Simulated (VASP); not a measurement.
# TiTe2 (P-3m1) in VASP: settings compared

TiTe2 is run at these levels: RPBE+D3(BJ), RPBE+D4, revPBE+D3(BJ), revPBE+D4; tasks: relaxation of cell and atoms.

Everything below comes from runs of VASP 6.6.1. Logs are shortened: lines on timing, memory, paths and dates and some standing lists are left out, and cuts for length are marked.

### 1 The cell of the first run

Symmetry: P-3m1, No. 164, trigonal system. The conventional cell has a = 3.777 Å, b = 3.777 Å, c = 6.498 Å, α = 90.00°, β = 90.00°, γ = 120.00°. Te (site symmetry 3m) has 3 Ti at 2.77 Å and 9 Te at 3.78 Å within 3.8 Å. Within 3.8 Å of Ti (site symmetry -3m) lie 6 Te at 2.77 Å and 6 Ti at 3.78 Å.

### 2 Relaxation of cell and atoms, RPBE+D3(BJ)

File INCAR:

```
SYSTEM = TiTe2
ALGO     = Normal         ! electronic algorithm
EDIFF    = 1E-6           ! SCF threshold, eV
EDIFFG   = -0.01          ! ionic threshold
ENCUT    = 600            ! plane-wave cutoff, eV
GGA      = RP             ! functional
IBRION   = 2              ! ionic algorithm
ISIF     = 3              ! what is computed and relaxed
ISMEAR   = -1             ! smearing method
IVDW     = 12             ! dispersion correction
LASPH    = .TRUE.         ! aspherical terms in the spheres
LCHARG   = .FALSE.        ! write CHGCAR
LREAL    = .FALSE.        ! projectors in reciprocal space
LWAVE    = .FALSE.        ! write WAVECAR
NELM     = 100            ! most SCF steps
NSW      = 60             ! ionic steps
PREC     = Accurate       ! precision mode
SIGMA    = 0.05           ! smearing width, eV
```

File KPOINTS:

```
k-points
0
G
  8 8 4
  0 0 0
```

File POSCAR:

```
TiTe2
1.0
    3.7770000000      0.0000000000      0.0000000000
   -1.8885000000      3.2709779501      0.0000000000
    0.0000000000      0.0000000000      6.4980000000
Te Ti
2 1
Direct
    0.3333333333      0.6666666667      0.7372000000
    0.6666666667      0.3333333333      0.2628000000
    0.0000000000      0.0000000000      0.0000000000
```

Potentials or basis: VASP PAW PBE potentials, release 64 (Te, Ti_sv).

On the command line:

```console
> cat potpaw_PBE.64/Te/POTCAR potpaw_PBE.64/Ti_sv/POTCAR > POTCAR
> mpirun -np 1 vasp_std > vasp.out
```

OUTCAR:

```text
SYSTEM = TiTe2
   EDIFF = 1E-6
   EDIFFG = -0.01
   ENCUT = 600
   GGA = RP
   IBRION = 2
   ISIF = 3
   ISMEAR = -1
   IVDW = 12
   LASPH = .TRUE.
   LREAL = .FALSE.
   NELM = 100
   NSW = 60
   PREC = Accurate
 IVDW          = 12

 ion  position               nearest neighbor table
   1  0.333  0.667  0.737-   3 2.77   3 2.77   3 2.77
   2  0.667  0.333  0.263-   3 2.77   3 2.77   3 2.77
   3  0.000  0.000  0.000-   1 2.77   2 2.77   2 2.77   1 2.77   2 2.77   1 2.77

  LATTYP: Found a hexagonal cell.
 ALAT       =     3.7770000000
 C/A-ratio  =     1.7204130262

  Lattice vectors:

 A1 = (   3.7770000000,   0.0000000000,   0.0000000000)
 A2 = (  -1.8885000000,   3.2709779501,   0.0000000000)
 A3 = (   0.0000000000,   0.0000000000,   6.4980000000)

Analysis of symmetry for initial positions (statically):
=====================================================================
 Subroutine PRICEL returns:
 Original cell was already a primitive cell.

 Routine SETGRP: Setting up the symmetry group for a
 hexagonal supercell.

 Subroutine GETGRP returns: Found 12 space group operations
 (whereof 12 operations were pure point group operations)
 out of a pool of 24 trial point group operations.

The static configuration has the point symmetry D_3d.

Analysis of symmetry for dynamics (positions and initial velocities):
=====================================================================
 Subroutine PRICEL returns:
 Original cell was already a primitive cell.

 Routine SETGRP: Setting up the symmetry group for a
 hexagonal supercell.

 Subroutine GETGRP returns: Found 12 space group operations
 (whereof 12 operations were pure point group operations)
 out of a pool of 24 trial point group operations.

The dynamic configuration has the point symmetry D_3d.

 Subroutine INISYM returns: Found 12 space group operations
 (whereof 12 operations are pure point group operations),
 and found     1 'primitive' translations

----------------------------------------------------------------------------------------

                                     Primitive cell

  volume of cell :      80.2794

  direct lattice vectors                    reciprocal lattice vectors
     3.777000000  0.000000000  0.000000000     0.264760392  0.152859484  0.000000000
    -1.888500000  3.270977950  0.000000000     0.000000000  0.305718967  0.000000000
     0.000000000  0.000000000  6.498000000     0.000000000  0.000000000  0.153893506

  length of vectors
     3.777000000  3.777000000  6.498000000     0.305718967  0.305718967  0.153893506

  position of ions in fractional coordinates (direct lattice)
     0.333333333  0.666666667  0.737200000
     0.666666667  0.333333333  0.262800000
     0.000000000  0.000000000  0.000000000

  ion indices of the primitive-cell ions
   primitive index   ion index
                 1           1
                 2           2
                 3           3

----------------------------------------------------------------------------------------

 KPOINTS: k-points

Automatic generation of k-mesh.
 Grid dimensions read from file:
 generate k-points for:    8    8    4

 Generating k-lattice:

  Cartesian coordinates                     Fractional coordinates (reciprocal lattice)
     0.033095049  0.019107435  0.000000000     0.125000000 -0.000000000  0.000000000
     0.000000000  0.038214871  0.000000000     0.000000000  0.125000000  0.000000000
     0.000000000  0.000000000  0.038473376     0.000000000  0.000000000  0.250000000

  Length of vectors
     0.038214871  0.038214871  0.038473376

  Shift w.r.t. Gamma in fractional coordinates (k-lattice)
     0.000000000  0.000000000  0.000000000

 Subroutine IBZKPT returns following result:
 ===========================================

 Found     35 irreducible k-points:

 Following reciprocal coordinates:
            Coordinates               Weight
  0.000000  0.000000  0.000000      1.000000
  0.125000  0.000000  0.000000      6.000000
  0.250000  0.000000  0.000000      6.000000
  0.375000  0.000000  0.000000      6.000000
  0.500000  0.000000  0.000000      3.000000
  0.125000  0.125000  0.000000      6.000000
[... 16 lines left out ...]
 -0.125000  0.500000  0.250000     12.000000
  0.250000  0.250000  0.250000     12.000000
 [... further k-points ...]
   k-points           NKPTS =     35   k-points in BZ     NKDIM =     35   number of bands    NBANDS=     16
   number of dos      NEDOS =    301   number of ions     NIONS =      3
   total plane-waves  NPLWV =  48600
   dimension x,y,z NGX =    30 NGY =   30 NGZ =   54
   dimension x,y,z NGXF=    60 NGYF=   60 NGZF=  108
   ions per type =               2   1
   NGX,Y,Z   is equivalent  to a cutoff of  13.20, 13.20, 13.82 a.u.
   NGXF,Y,Z  is equivalent  to a cutoff of  26.41, 26.41, 27.63 a.u.
 SYSTEM =  TiTe2
   PREC   = accura    normal or accurate (medium, high low for compatibility)
   ISTART =      0    job   : 0-new  1-cont  2-samecut
   ICHARG =      2    charge: 1-file 2-atom 10-const
   ISPIN  =      1    spin polarized calculation?
   LNONCOLLINEAR =      F non collinear calculations
   LSORBIT =      F    spin-orbit coupling
   LASPH  =      T    aspherical Exc in radial PAW
   ENCUT  =  600.0 eV  44.10 Ry    6.64 a.u.   7.54  7.54 12.98*2*pi/ulx,y,z
   NELM   =    100;   NELMIN=  2; NELMDL= -5     # of ELM steps
   EDIFF  = 0.1E-05   stopping-criterion for ELM
   LREAL  =      F    real-space projection
   EDIFFG = -.1E-01   stopping-criterion for IOM
   NSW    =     60    number of steps for IOM
   IBRION =      2    ionic relax: 0-MD 1-quasi-New 2-CG
   NFREE  =      1    steps in history (QN), initial steepest desc. (CG)
   ISIF   =      3    stress and relaxation
   ISYM   =      2    0-nonsym 1-usesym 2-fastsym
   POTIM  = 0.5000    time-step for ionic-motion
   TEBEG  =    0.0;   TEEND  =   0.0 temperature during run
   PSTRESS=    0.0 pullay stress
   NELECT =      24.0000    total number of electrons
   NUPDOWN=      -1.0000    fix difference up-down
   EMIN   =  10.00;   EMAX   =-10.00  energy-range for DOS
   EFERMI =   0.00;   METHOD = LEGACY
   ISMEAR =    -1;   SIGMA  =   0.05  broadening in eV -4-tet -1-fermi 0-gaus
   EFERMI_NEDOS =   21; number of points for ismear=-14 and -15
   IALGO  =     38    algorithm
   IMIX   =      4    mixing-type and parameters
     AMIX     =   0.40;   BMIX     =  1.00
     AMIX_MAG =   1.60;   BMIX_MAG =  1.00
  volume/ion in A,a.u.               =      26.76       180.58
  Fermi-wavevector in a.u.,A,eV,Ry     =   1.094655  2.068597 16.303438  1.198269
  Thomas-Fermi vector in A             =   2.230964
   LORBIT       =      0    0 simple, 1 ext, 2 COOP (PROOUT), +10 PAW based schemes
   GGA     = RP    functional components
   LHFCALC =     F    Hartree Fock is set to
   AEXX    =    0.0000 exact exchange contribution
   IVDW    =    12    specifies the selected vdW correction
   LEPSILON=     F    determine dielectric tensor
   LRPA    =     F    only Hartree local field effects (RPA)
 conjugate gradient relaxation of ions
 non-spin polarized calculation
  energy-cutoff  :      600.00
  volume of cell :       80.28
 maximum number of plane-waves:      2714
   NGX = 15   NGY = 15   NGZ = 25

--------------------------------------- Ionic step        1  -------------------------------------------

 number of electron      24.0000002 magnetization

 Free energy of the ion-electron system (eV)
  ---------------------------------------------------
  ext. energy  EPLUGINS =         0.00000000
  ---------------------------------------------------
  free energy    TOTEN  =       -15.06599663 eV

  energy without entropy =      -15.05479580  energy(sigma->0) =      -15.06039622

 E-fermi :   6.9212     XC(G=0):  -9.7560

 val. band max:        6.8989799044   @ k =   0.1250   0.0000   0.2500
 cond. band min:       6.9549962477   @ k =   0.5000   0.0000   0.0000
 fundamental gap:      0.0560163433
 Fermi energy:         6.9211635735

 k-point     1 :       0.0000    0.0000    0.0000
  band No.  band energies     occupation
      1     -50.7141      2.00000
      2     -26.9006      2.00000
      3     -26.9006      2.00000
      4     -26.8613      2.00000
      5      -5.4660      2.00000
      6      -3.9633      2.00000
[... 433 lines left out ...]
      3     -26.9179      2.00000
      4     -26.8517      2.00000
      5      -3.7929      2.00000
      6      -3.4431      2.00000
[... 8 lines left out ...]
     15       8.2609      0.00000
     16       9.0027      0.00000

 [... further k-points ...]

------------------------ aborting loop because EDIFF is reached ----------------------------------------

 Edisp (eV)   -6.95209

 E8    (eV) :    -4.6062
[... 108 lines left out ...]
  FREE ENERGIE OF THE ION-ELECTRON SYSTEM (eV)
  ---------------------------------------------------
  free  energy   TOTEN  =       -23.1198764437 eV

  energy  without entropy=      -23.1096883920  energy(sigma->0) =      -23.11478242

[... ionic steps 4 to 10 ...]

--------------------------------------- Ionic step       11  -------------------------------------------

 number of electron      24.0000001 magnetization

------------------------ aborting loop because EDIFF is reached ----------------------------------------
[... 77 lines left out ...]
--------------------------------------- Ionic step       13  -------------------------------------------

 number of electron      24.0000001 magnetization

 Free energy of the ion-electron system (eV)
  ---------------------------------------------------
  ext. energy  EPLUGINS =         0.00000000
  ---------------------------------------------------
  free energy    TOTEN  =       -12.45306316 eV

  energy without entropy =      -12.44511460  energy(sigma->0) =      -12.44908888

 E-fermi :  12.8249     XC(G=0): -11.7802

 val. band max:       12.6650054819   @ k =   0.1250   0.1250   0.0000
 cond. band min:      12.8653014165   @ k =   0.0000   0.1250   0.2500
 fundamental gap:      0.2002959346
 Fermi energy:        12.8249123967

 k-point     1 :       0.0000    0.0000    0.0000
  band No.  band energies     occupation
      1     -44.0449      2.00000
      2     -20.4036      2.00000
      3     -20.2249      2.00000
      4     -20.2249      2.00000
      5      -3.1205      2.00000
      6       0.1089      2.00000
[... 433 lines left out ...]
      3     -20.3440      2.00000
      4     -20.3206      2.00000
      5       0.2187      2.00000
      6       1.7676      2.00000
[... 8 lines left out ...]
     15      14.9112      0.00000
     16      15.5925      0.00000

 [... further k-points ...]

------------------------ aborting loop because EDIFF is reached ----------------------------------------

 Edisp (eV)  -11.58198

 E8    (eV) :    -7.8173
[... 26 lines left out ...]
  FREE ENERGIE OF THE ION-ELECTRON SYSTEM (eV)
  ---------------------------------------------------
  free  energy   TOTEN  =       -24.0350396123 eV

  energy  without entropy=      -24.0270910574  energy(sigma->0) =      -24.03106533

 reached required accuracy - stopping structural energy minimisation
```

It took 3.8 min on 1 thread of Intel Xeon 6975P-C (Granite Rapids), shared host; peak memory 0.26 GiB.

What came out:

| Property | Result |
| --- | --- |
| Free energy | -24.0350 eV |
| Relaxed volume | 18.14 Å³/atom |
| Relaxed cell | a = 3.237 Å, b = 3.237 Å, c = 5.995 Å, α = 90.00°, β = 90.00°, γ = 120.00° |
| Space group after relaxing (to 0.1 Å) | P-3m1 (No. 164) |
| Energy gained by relaxing | 672.3 meV/atom |
| Ionic steps | 13 |
| Pressure after relaxing | 0.1 GPa |
| Largest force after relaxing | 0.003 eV/Å |
| Band gap on the k mesh | zero (bands 12 and 13 overlap by 1.34 eV) |
| Dispersion energy per atom | -3.861 eV |

Forces in eV/Å, atoms in the order of the input:
```
Te   0.000  0.000  0.003
Te   0.000  0.000 -0.003
Ti   0.000  0.000  0.000
```

The path:
| step | energy change (eV) | largest force (eV/Å) | pressure (GPa) | volume (Å³) |
| --- | --- | --- | --- | --- |
| 1 | 0.0000 | 0.4969 | -16.07 | 80.28 |
| 2 | -0.3823 | 5.9965 | 25.56 | 52.95 |
| 3 | -1.1018 | 2.5741 | -1.00 | 63.14 |
| 4 | -1.7013 | 2.0955 | 0.54 | 57.57 |
| 5 | -1.8871 | 0.3608 | 9.67 | 51.31 |
| 6 | -1.9349 | 1.2083 | 4.83 | 53.57 |
| 7 | -1.9388 | 1.0180 | 5.92 | 52.99 |
| 8 | -1.8713 | 1.1466 | -8.87 | 57.56 |
| 9 | -2.0021 | 0.0567 | -0.91 | 54.78 |
| 10 | -2.0169 | 0.0199 | -0.08 | 54.44 |
| 11 | -2.0169 | 0.0225 | -0.04 | 54.43 |
| 12 | -2.0169 | 0.0094 | 0.09 | 54.40 |
| 13 | -2.0170 | 0.0032 | 0.06 | 54.41 |

Final structure:
```cif
data_structure
_symmetry_space_group_name_H-M 'P 1'
_symmetry_Int_Tables_number 1
_cell_length_a 3.2372
_cell_length_b 3.2372
_cell_length_c 5.9952
_cell_angle_alpha 90.000
_cell_angle_beta 90.000
_cell_angle_gamma 120.000
_cell_volume 54.41
loop_
_atom_site_label
_atom_site_type_symbol
_atom_site_fract_x
_atom_site_fract_y
_atom_site_fract_z
_atom_site_occupancy
Te1 Te 0.33333 0.66667 0.69904 1
Te2 Te 0.66667 0.33333 0.30096 1
Ti1 Ti 0.00000 0.00000 0.00000 1
```

Caveat: the volume moved by over 15 % at a fixed basis, so the end points are rough; the dispersion term is far too large for a dense solid, which distorts pressure and volume; the PAW data sets were made with another functional, which shifts forces and pressure a little; spin-orbit coupling is left out, which moves the levels of the heavy elements.

(Part 1 of 2 ends here.)

The gap in the log of VASP goes by the Fermi energy; the results here count the filled bands.